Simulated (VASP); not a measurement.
Wanted: the native input for a VASP 6.6.1 run.

```yaml
Task: single point
Functional: PBE
Potentials_or_basis: VASP PAW PBE potentials, release 64 (Ca_sv, Mn_sv, C, N)
Cutoff: 600 eV
k_mesh: 4 × 4 × 4
Occupations: gaussian, width 0.1 eV
Spin: collinear spin, ferromagnetic start
Starting_moments: "[0.0, 4.0, 0.0, 0.0, 0.0, 0.0, 0.0, 0.0, 0.0, 0.0, 0.0, 0.0, 0.0, 0.0] μB"
Dipole_correction: no
Further_INCAR_settings: ALGO = Normal; EDIFF = 1e-06; NBANDS = 56
```

The structure of CaMnC6N6 lies in POSCAR:

```
CaMnC6N6
1.0
    0.0000000000      5.3180000000      5.3180000000
    5.3180000000      0.0000000000      5.3180000000
    5.3180000000      5.3180000000      0.0000000000
Ca Mn C N
1 1 6 6
Direct
    0.5000000000      0.5000000000      0.5000000000
    0.0000000000      0.0000000000      0.0000000000
    0.8177886400      0.1822113600      0.1822113600
    0.1822113600      0.8177886400      0.1822113600
    0.1822113600      0.1822113600      0.8177886400
    0.1822113600      0.8177886400      0.8177886400
    0.8177886400      0.1822113600      0.8177886400
    0.8177886400      0.8177886400      0.1822113600
    0.7077848800      0.2922151200      0.2922151200
    0.2922151200      0.7077848800      0.2922151200
    0.2922151200      0.2922151200      0.7077848800
    0.2922151200      0.7077848800      0.7077848800
    0.7077848800      0.2922151200      0.7077848800
    0.7077848800      0.7077848800      0.2922151200
```

One way to write it, as run:

INCAR

```
SYSTEM = CaMnC6N6
PREC = Accurate
ENCUT = 600
EDIFF = 1E-6
ISMEAR = 0
SIGMA = 0.1
LREAL = .False.
LASPH = .True.
NELM = 200
ALGO = Normal
ISIF = 2
LWAVE = .False.
LCHARG = .False.
ISPIN = 2
MAGMOM = 0 4 0 0 0 0 0 0 0 0 0 0 0 0
LORBIT = 11
LMAXMIX = 4
GGA = PE
NBANDS = 56
GGA_COMPAT = .False.
```

KPOINTS

```
regular mesh
0
Gamma
  4 4 4
  0 0 0
```

Potentials or basis: VASP PAW PBE potentials, release 64 (Ca_sv, Mn_sv, C, N).

Run with:

```console
$ cat potpaw_PBE.64/Ca_sv/POTCAR potpaw_PBE.64/Mn_sv/POTCAR potpaw_PBE.64/C/POTCAR potpaw_PBE.64/N/POTCAR > POTCAR
$ mpirun -np 1 vasp_std > vasp.out
```

It gave:

* Pressure: 5.7 GPa
* Largest force: 1.820 eV/Å
* Band gap on the k mesh: 1.71 eV
* Net moment: 3.00 μB per cell
* Site moments: Ca -0.00; Mn +2.43; C -0.05; N +0.09 μB
* Valence electrons inside the program's atomic spheres: Ca 8.35; Mn 12.87; C 2.61; N 3.87

Caveat: the cell stands under pressure; a cell with one magnetic atom can't hold antiferromagnetic order, which such compounds often take; forces of over 1 eV/Å act on the atoms, so gaps and moduli don't describe the material at rest.

Wall time 11 min on 1 thread of Intel(R) Xeon(R) Platinum 8488C (Sapphire Rapids) (shared host), peak memory 0.82 GiB.
